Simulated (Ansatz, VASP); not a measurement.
# SiC in VASP and in Ansatz

Contents of INCAR:

```
ALGO = Normal
EDIFF = 1E-6
ENCUT = 520
GGA = PE
ISIF = 2
ISMEAR = -1
LASPH = T
LCHARG = F
LREAL = F
LWAVE = F
NBANDS = 16
NELM = 100
PREC = Accurate
SIGMA = 0.02
```

Contents of KPOINTS:

```
k-points
0
Gamma
  10 8 6
```

The input POSCAR:

```
SiC
1.0
    2.5765146227      0.0000000000      0.0000000000
    0.0000000000      3.3574656397      0.0000000000
    0.0000000000      0.0000000000      4.9411647945
C Si
2 2
Direct
    0.7500000000      0.0000000000      0.9125510328
    0.2500000000      0.0000000000      0.0874489672
    0.2500000000      0.5000000000      0.2924326192
    0.7500000000      0.5000000000      0.7075673808
```

Input for Ansatz:

```yaml
crystal:
  lattice:
    - [2.5765146227, 0.0, 0.0]
    - [0.0, 3.3574656397, 0.0]
    - [0.0, 0.0, 4.9411647945]
  atoms:
    - { symbol: C, position: [0.75, 0.0, 0.9125510328] }
    - { symbol: C, position: [0.25, 0.0, 0.0874489672] }
    - { symbol: Si, position: [0.25, 0.5, 0.2924326192] }
    - { symbol: Si, position: [0.75, 0.5, 0.7075673808] }
kpoints:
  mp_grid: { grid: [10, 8, 6] }
  band_path:
    path:
      - [[0.0, 0.0, 0.0], [0.5, 0.0, 0.0], [0.5, 0.5, 0.0], [0.0, 0.5, 0.0], [0.0, 0.0, 0.0], [0.0, 0.0, 0.5], [0.5, 0.0, 0.5], [0.5, 0.5, 0.5], [0.0, 0.5, 0.5], [0.0, 0.0, 0.5]]
      - [[0.5, 0.0, 0.0], [0.5, 0.0, 0.5]]
      - [[0.0, 0.5, 0.0], [0.0, 0.5, 0.5]]
      - [[0.5, 0.5, 0.0], [0.5, 0.5, 0.5]]
    npoints: 10
hamiltonian:
  xc: pbe
scf:
  occupations: { method: fermi_dirac, width: 0.02 }
  n_extra_bands: 5
output:
  forces: true
  stress: true
  eigenvalues: true
  write_density: true
  write_potential: true
  elf: true
  volumetric_format: npy
```

Alike in both runs: task single point; functional PBE; k mesh 10 × 8 × 6; occupations fermi-dirac, width 0.02 eV; no spin polarisation.

|  | VASP | Ansatz |
| --- | --- | --- |
| version | VASP 6.6.1 | Ansatz 0.2.0 |
| potentials or method | VASP PAW PBE potentials, release 64 (C, Si) | plane waves, PAW |
| plane-wave cutoff (eV) | 520 | 420 |
| valence electrons in the cell | 16 | 16 |

|  | VASP | Ansatz | Ansatz less VASP |
| --- | --- | --- | --- |
| pressure (GPa) | 2.1 | 2.0 | -0.03 |
| traceless stress, the component that is largest in VASP (GPa) | 2.90 | 2.83 | -0.073 |
| rms of the force components (eV/Å) | 0.065 | 0.078 | +0.0130 |

Atom by atom the forces differ by 0.013 eV/Å (rms over components). With one functional, cell and mesh, what is left measures potentials, basis and numerics.
